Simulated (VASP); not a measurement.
# Hf2B2O (C2) in VASP: further runs

Hf2B2O is run at these levels: PBE; tasks: single point, relaxation of cell and atoms.

Everything below comes from runs of VASP 6.6.1. Logs are shortened: lines on timing, memory, paths and dates and some standing lists are left out, and cuts for length are marked.

## (1) The cell of the first run

The structure is monoclinic, space group C2 (No. 5). Conventional cell: a = 5.623 Å, b = 7.164 Å, c = 3.229 Å, α = 90.00°, β = 124.44°, γ = 90.00°. Hf (site symmetry 2) has 4 B at 1.99 to 2.42 Å and 2 O at 2.10 Å within 2.6 Å. Hf (site symmetry 2) has 6 B at 2.25 to 2.80 Å and 2 O at 2.44 Å and 5 Hf at 2.87 to 3.00 Å within 3.0 Å. B (site symmetry 1) has 2 B at 1.94 to 2.84 Å and 6 Hf at 1.99 to 2.80 Å and 3 O at 2.22 to 2.69 Å within 2.9 Å. O (site symmetry 2) has 4 Hf at 2.10 to 2.44 Å and 6 B at 2.22 to 2.69 Å within 2.8 Å.

## (2) Single point, PBE

INCAR

```
  PREC = Accurate
  ENCUT = 520
  EDIFF = 1E-6
  ISMEAR = 0
  SIGMA = 0.1
  LREAL = False
  LASPH = True
  NELM = 80
  ALGO = Fast
  ISIF = 2
  LWAVE = False
  LCHARG = False
  GGA = PE
  NBANDS = 24
```

KPOINTS

```
regular mesh
0
Gamma
  4 4 6
```

POSCAR

```
Hf2B2O
1.0
    2.8114407400     -3.5819129600      0.0000000000
    2.8114407400      3.5819129600      0.0000000000
   -1.8259884500      0.0000000000      2.6631383600
Hf B O
2 2 1
Direct
    0.7114458800      0.2885541200      0.5000000000
    0.2928541200      0.7071458800      0.5000000000
    0.7481104400      0.6509273400      0.2862671800
    0.3490726600      0.2518895600      0.7137328200
    0.8985169000      0.1014831000      0.0000000000
```

Potentials or basis: VASP PAW PBE potentials, release 64 (Hf_pv, B, O).

Started as:

```bash
> cat potpaw_PBE.64/Hf_pv/POTCAR potpaw_PBE.64/B/POTCAR potpaw_PBE.64/O/POTCAR > POTCAR
> mpirun -np 1 vasp_std > vasp.out
```

OUTCAR:

```text
PREC = Accurate
   ENCUT = 520
   EDIFF = 1E-6
   ISMEAR = 0
   LREAL = False
   LASPH = True
   NELM = 80
   ISIF = 2
   GGA = PE

 ion  position               nearest neighbor table
   1  0.711  0.289  0.500-   3 1.99   4 1.99   5 2.10   5 2.10   4 2.42   3 2.42   4 2.80   3 2.80
                             2 2.87   2 2.87   2 2.90   2 2.90   2 3.00
   2  0.293  0.707  0.500-   4 2.25   3 2.25   5 2.44   5 2.44   3 2.44   4 2.44   3 2.80   4 2.80
                             1 2.87   1 2.87   1 2.90   1 2.90   1 3.00
   3  0.748  0.651  0.286-   4 1.94   1 1.99   2 2.25   1 2.42   2 2.44   2 2.80   1 2.80
   4  0.349  0.252  0.714-   3 1.94   1 1.99   2 2.25   1 2.42   2 2.44   2 2.80   1 2.80
   5  0.899  0.101  0.000-   1 2.10   1 2.10   2 2.44   2 2.44

  LATTYP: Found a base centered monoclinic cell.
 ALAT       =     5.6228814800
 B/A-ratio  =     1.2740488921
 C/A-ratio  =     0.5742634451
 COS(beta)  =    -0.5654939001

  Lattice vectors:

 A1 = (   2.8114407400,  -3.5819129600,   0.0000000000)
 A2 = (   2.8114407400,   3.5819129600,   0.0000000000)
 A3 = (  -1.8259884500,   0.0000000000,   2.6631383600)

Analysis of symmetry for initial positions (statically):
=====================================================================
 Subroutine PRICEL returns:
 Original cell was already a primitive cell.

 Routine SETGRP: Setting up the symmetry group for a
 base centered monoclinic supercell.

 Subroutine GETGRP returns: Found  2 space group operations
 (whereof  2 operations were pure point group operations)
 out of a pool of  4 trial point group operations.

The static configuration has the point symmetry C_2 .

Analysis of symmetry for dynamics (positions and initial velocities):
=====================================================================
 Subroutine PRICEL returns:
 Original cell was already a primitive cell.

 Routine SETGRP: Setting up the symmetry group for a
 base centered monoclinic supercell.

 Subroutine GETGRP returns: Found  2 space group operations
 (whereof  2 operations were pure point group operations)
 out of a pool of  4 trial point group operations.

The dynamic configuration has the point symmetry C_2 .

 Subroutine INISYM returns: Found  2 space group operations
 (whereof  2 operations are pure point group operations),
 and found     1 'primitive' translations

----------------------------------------------------------------------------------------

                                     Primitive cell

  volume of cell :      53.6374

  direct lattice vectors                    reciprocal lattice vectors
     2.811440740 -3.581912960  0.000000000     0.177844759 -0.139590215  0.121939769
     2.811440740  3.581912960  0.000000000     0.177844759  0.139590215  0.121939769
    -1.825988450  0.000000000  2.663138360     0.000000000  0.000000000  0.375496825

  length of vectors
     4.553493108  4.553493108  3.229015290     0.256872524  0.256872524  0.375496825

  position of ions in fractional coordinates (direct lattice)
     0.711445880  0.288554120  0.500000000
     0.292854120  0.707145880  0.500000000
     0.748110440  0.650927340  0.286267180
     0.349072660  0.251889560  0.713732820
     0.898516900  0.101483100  0.000000000

  ion indices of the primitive-cell ions
   primitive index   ion index
                 1           1
                 2           2
                 3           3
                 4           4
                 5           5

----------------------------------------------------------------------------------------

 KPOINTS: regular mesh

Automatic generation of k-mesh.
 Grid dimensions read from file:
 generate k-points for:    4    4    6

 Generating k-lattice:

  Cartesian coordinates                     Fractional coordinates (reciprocal lattice)
     0.044461190 -0.034897554  0.030484942     0.250000000  0.000000000  0.000000000
     0.044461190  0.034897554  0.030484942     0.000000000  0.250000000  0.000000000
     0.000000000  0.000000000  0.062582804     0.000000000  0.000000000  0.166666667

  Length of vectors
     0.064218131  0.064218131  0.062582804

  Shift w.r.t. Gamma in fractional coordinates (k-lattice)
     0.000000000  0.000000000  0.000000000

 Subroutine IBZKPT returns following result:
 ===========================================

 Found     34 irreducible k-points:

 Following reciprocal coordinates:
            Coordinates               Weight
  0.000000  0.000000  0.000000      1.000000
  0.250000  0.000000  0.000000      4.000000
  0.500000  0.000000  0.000000      2.000000
  0.250000  0.250000  0.000000      2.000000
  0.500000  0.250000  0.000000      4.000000
 -0.250000  0.250000  0.000000      2.000000
[... 16 lines left out ...]
  0.500000  0.250000  0.333333      4.000000
 -0.250000  0.250000  0.333333      4.000000
 [... further k-points ...]
   k-points           NKPTS =     34   k-points in BZ     NKDIM =     34   number of bands    NBANDS=     24
   number of dos      NEDOS =    301   number of ions     NIONS =      5
   total plane-waves  NPLWV =  31104
   dimension x,y,z NGX =    36 NGY =   36 NGZ =   24
   dimension x,y,z NGXF=    72 NGYF=   72 NGZF=   48
   ions per type =               2   2   1
   NGX,Y,Z   is equivalent  to a cutoff of  13.14, 13.14, 12.36 a.u.
   NGXF,Y,Z  is equivalent  to a cutoff of  26.29, 26.29, 24.71 a.u.
 SYSTEM =  unknown system
   PREC   = accura    normal or accurate (medium, high low for compatibility)
   ISTART =      0    job   : 0-new  1-cont  2-samecut
   ICHARG =      2    charge: 1-file 2-atom 10-const
   ISPIN  =      1    spin polarized calculation?
   LNONCOLLINEAR =      F non collinear calculations
   LSORBIT =      F    spin-orbit coupling
   LASPH  =      T    aspherical Exc in radial PAW
   ENCUT  =  520.0 eV  38.22 Ry    6.18 a.u.   8.47  8.47  6.00*2*pi/ulx,y,z
   NELM   =     80;   NELMIN=  2; NELMDL= -5     # of ELM steps
   EDIFF  = 0.1E-05   stopping-criterion for ELM
   LREAL  =      F    real-space projection
   EDIFFG = 0.1E-04   stopping-criterion for IOM
   NSW    =      0    number of steps for IOM
   IBRION =     -1    ionic relax: 0-MD 1-quasi-New 2-CG
   NFREE  =      0    steps in history (QN), initial steepest desc. (CG)
   ISIF   =      2    stress and relaxation
   ISYM   =      2    0-nonsym 1-usesym 2-fastsym
   POTIM  = 0.5000    time-step for ionic-motion
   TEBEG  =    0.0;   TEEND  =   0.0 temperature during run
   PSTRESS=    0.0 pullay stress
   NELECT =      32.0000    total number of electrons
   NUPDOWN=      -1.0000    fix difference up-down
   EMIN   =  10.00;   EMAX   =-10.00  energy-range for DOS
   EFERMI =   0.00;   METHOD = LEGACY
   ISMEAR =     0;   SIGMA  =   0.10  broadening in eV -4-tet -1-fermi 0-gaus
   EFERMI_NEDOS =   21; number of points for ismear=-14 and -15
   IALGO  =     68    algorithm
   IMIX   =      4    mixing-type and parameters
     AMIX     =   0.40;   BMIX     =  1.00
     AMIX_MAG =   1.60;   BMIX_MAG =  1.00
  volume/ion in A,a.u.               =      10.73        72.39
  Fermi-wavevector in a.u.,A,eV,Ry     =   1.378168  2.604360 25.842197  1.899348
  Thomas-Fermi vector in A             =   2.503255
   LORBIT       =      0    0 simple, 1 ext, 2 COOP (PROOUT), +10 PAW based schemes
   GGA     = PE    functional components
   LHFCALC =     F    Hartree Fock is set to
   AEXX    =    0.0000 exact exchange contribution
   IVDW    =     0    specifies the selected vdW correction
   LEPSILON=     F    determine dielectric tensor
   LRPA    =     F    only Hartree local field effects (RPA)
 non-spin polarized calculation
 RMM-DIIS sequential band-by-band and
 Gauss-broadening in eV      SIGMA  =   0.10
  energy-cutoff  :      520.00
  volume of cell :       53.64
 maximum number of plane-waves:      1461
 NGX is ok and might be reduce to    36
   NGX = 17   NGY = 17   NGZ = 13

 number of electron      31.9999999 magnetization

 Free energy of the ion-electron system (eV)
  ---------------------------------------------------
  ext. energy  EPLUGINS =         0.00000000
  ---------------------------------------------------
  free energy    TOTEN  =       -36.26467414 eV

  energy without entropy =      -36.25103977  energy(sigma->0) =      -36.25785695

 E-fermi :   6.4193     XC(G=0): -12.4967

 val. band max:        6.4185071306   @ k =   0.5000   0.2500   0.5000
 cond. band min:       6.4353992054   @ k =  -0.2500  -0.2500   0.1667
 fundamental gap:      0.0168920748
 Fermi energy:         6.4192970351

 k-point     1 :       0.0000    0.0000    0.0000
  band No.  band energies     occupation
      1     -23.8174      2.00000
      2     -23.2723      2.00000
      3     -23.1794      2.00000
      4     -23.0167      2.00000
      5     -22.7018      2.00000
      6     -22.4197      2.00000
[... 16 lines left out ...]
     23      13.3642      0.00000
     24      14.5744      0.00000

 k-point     2 :       0.2500    0.0000    0.0000
  band No.  band energies     occupation
      1     -23.7145      2.00000
      2     -23.3422      2.00000
      3     -23.1257      2.00000
      4     -22.9617      2.00000
      5     -22.7725      2.00000
      6     -22.5562      2.00000
[... 16 lines left out ...]
     23      13.0995      0.00000
     24      13.6684      0.00000

 k-point     3 :       0.5000    0.0000    0.0000
  band No.  band energies     occupation
      1     -23.5875      2.00000
      2     -23.3797      2.00000
      3     -23.0336      2.00000
      4     -22.9753      2.00000
      5     -22.8598      2.00000
      6     -22.7004      2.00000
[... 16 lines left out ...]
     23      12.0405      0.00000
     24      12.7839      0.00000
[... 514 lines left out ...]
 k-point    23 :       0.5000    0.2500    0.3333
  band No.  band energies     occupation
      1     -23.7245      2.00000
      2     -23.4512      2.00000
      3     -23.3073      2.00000
      4     -23.2034      2.00000
      5     -22.7685      2.00000
      6     -22.6418      2.00000
[... 16 lines left out ...]
     23      12.7760      0.00000
     24      13.8845      0.00000

 k-point    24 :      -0.2500    0.2500    0.3333
  band No.  band energies     occupation
      1     -23.9432      2.00000
      2     -23.5150      2.00000
      3     -23.3123      2.00000
      4     -22.9199      2.00000
      5     -22.8222      2.00000
      6     -22.5493      2.00000
[... 16 lines left out ...]
     23      12.9669      0.00000
     24      14.6198      0.00000

 [... further k-points ...]

------------------------ aborting loop because EDIFF is reached ----------------------------------------

  FORCE on cell =-STRESS in cart. coord.  units (eV):
  Direction    XX          YY          ZZ          XY          YZ          ZX
  --------------------------------------------------------------------------------------
  -------------------------------------------------------------------------------------
  Total       22.6007004     18.8887222      9.7967349      0.0000000      0.0000000     -4.9223446
  in kB      675.0948470    564.2160975    292.6336403      0.0000000      0.0000000   -147.0330316
  external PRESSURE =     510.6481949 kB  Pullay stress =       0.0000000 kB

 VOLUME and BASIS-vectors are now :
 -----------------------------------------------------------------------------
  energy-cutoff  :      520.00
  volume of cell :       53.64
      direct lattice vectors                 reciprocal lattice vectors
     2.811440740 -3.581912960  0.000000000     0.177844759 -0.139590215  0.121939769
     2.811440740  3.581912960  0.000000000     0.177844759  0.139590215  0.121939769
    -1.825988450  0.000000000  2.663138360     0.000000000  0.000000000  0.375496825

 POSITION                                       TOTAL-FORCE (eV/Angst)
 -----------------------------------------------------------------------------------
      1.89845     -1.51476      1.33157        -0.000000     -6.840351      0.000000
      1.89845      1.48396      1.33157        -0.000000     -2.745969      0.000000
      3.41059     -0.34810      0.76237         1.486961      4.930905     -3.157791
      0.38630     -0.34810      1.90077        -1.486961      4.930905      3.157791
      2.81144     -2.85491      0.00000        -0.000000     -0.275490      0.000000
 -----------------------------------------------------------------------------------
    total drift:                                0.000000     -0.000471      0.000000

  FREE ENERGIE OF THE ION-ELECTRON SYSTEM (eV)
  ---------------------------------------------------
  free  energy   TOTEN  =       -36.2646741426 eV

  energy  without entropy=      -36.2510397658  energy(sigma->0) =      -36.25785695
```

Run time: 77 s. Hardware: 1 thread of Oxide Virtual Turin-like, shared host; peak memory 0.16 GiB.

Results:

- Free energy: -36.2647 eV
- Pressure: 51.1 GPa
- Largest force: 6.840 eV/Å
- Band gap on the k mesh: zero (bands 16 and 17 overlap by 0.24 eV)

Forces on the atoms (eV/Å):
```
Hf   0.000 -6.840  0.000
Hf   0.000 -2.746  0.000
B    1.487  4.931 -3.158
B   -1.487  4.931  3.158
O    0.000 -0.275  0.000
```

Levels at points of the mesh, in eV from the Fermi level:
```tsv
k point	band 14	band 15	band 16	band 17	band 18	band 19
(0.00, 0.00, 0.00)	-2.16	-0.97	0.15	0.24	2.56	3.76
(0.50, 0.00, 0.00)	-1.05	-0.85	-0.17	0.60	0.99	3.15
(0.50, 0.50, 0.00)	-1.77	-1.37	-0.71	-0.09	1.24	3.14
(0.00, 0.00, 0.50)	-1.75	-0.83	-0.75	0.67	1.03	2.98
(0.50, 0.00, 0.50)	-2.06	-1.24	-0.49	0.53	0.90	3.70
(0.50, 0.50, 0.50)	-1.81	-1.69	-0.47	0.55	1.91	3.38
```

Caveat: the k points lie up to 0.40 Å⁻¹ apart; spin-orbit coupling is left out, which moves the levels of the heavy elements; forces of over 1 eV/Å act on the atoms, so gaps and moduli don't describe the material at rest.

[end of part 1 of 2]

The gap in the log of VASP goes by the Fermi energy; the results here count the filled bands.